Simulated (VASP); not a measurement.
Set up this calculation in VASP 6.6.1, as the native input.

- Task: relaxation of cell and atoms
- Functional: PBEsol
- Potentials or basis: VASP PAW PBE potentials, release 64 (Au, Cu)
- Cutoff: 600 eV
- k mesh: 11 × 11 × 11
- Occupations: fermi-dirac, width 0.05 eV
- Spin: no spin polarisation
- Target pressure: 5 GPa
- Dipole correction: no
- Further INCAR settings: ALGO = Normal; EDIFF = 1e-06; IBRION = 2; EDIFFG = -0.02; NSW = 80; ISIF = 3

The structure of CuAu lies in POSCAR:

```
CuAu
1.0
    1.4430568479      0.8331492596      4.2561707609
   -1.4430568479      0.8331492596      4.2561707609
    0.0000000000     -1.6662985192      4.2561707609
Au Cu
1 1
Direct
    0.0000000000      0.0000000000      0.0000000000
    0.5000000000      0.5000000000      0.5000000000
```

One way to write it, as run:

INCAR

```
SYSTEM = CuAu
PREC = Accurate ; ENCUT = 600
EDIFF = 1E-6 ; ISMEAR = -1
SIGMA = 0.05 ; LREAL = .False.
LASPH = .True. ; NELM = 100
ALGO = Normal ; ISIF = 3
LWAVE = .False. ; LCHARG = .False.
GGA = PS ; IBRION = 2
NSW = 80 ; EDIFFG = -0.02
PSTRESS = 50.0
```

KPOINTS

```
regular mesh
0
Gamma
  11 11 11
  0 0 0
```

Potentials or basis: VASP PAW PBE potentials, release 64 (Au, Cu).

Launch:

```console
$ cat potpaw_PBE.64/Au/POTCAR potpaw_PBE.64/Cu/POTCAR > POTCAR
$ mpirun -np 1 vasp_std > vasp.out
```

Results of the run:

- Relaxed volume: 14.10 Å³/atom
- Relaxed cell: a = 4.538 Å, b = 4.538 Å, c = 4.538 Å, α = 35.52°, β = 35.52°, γ = 35.52°
- Space group after relaxing (to 0.05 Å): R-3m (No. 166)
- Energy change on relaxing (the enthalpy is what falls): -20.5 meV/atom
- Ionic steps: 11
- Pressure after relaxing: 5.0 GPa
- Band gap on the k mesh: zero (band 11 reaches 11.33 eV, above the bottom of band 12 at 6.86 eV)

Caveat: the cell is relaxed towards a set pressure, so the enthalpy falls and the energy may rise; the PAW data sets were made with another functional, which shifts forces and pressure a little; spin-orbit coupling is left out, which moves the levels of the heavy elements.

Run time: 11 min on 1 thread of Intel(R) Xeon(R) 6975P-C (Granite Rapids), on a shared host, peak memory 0.33 GiB.
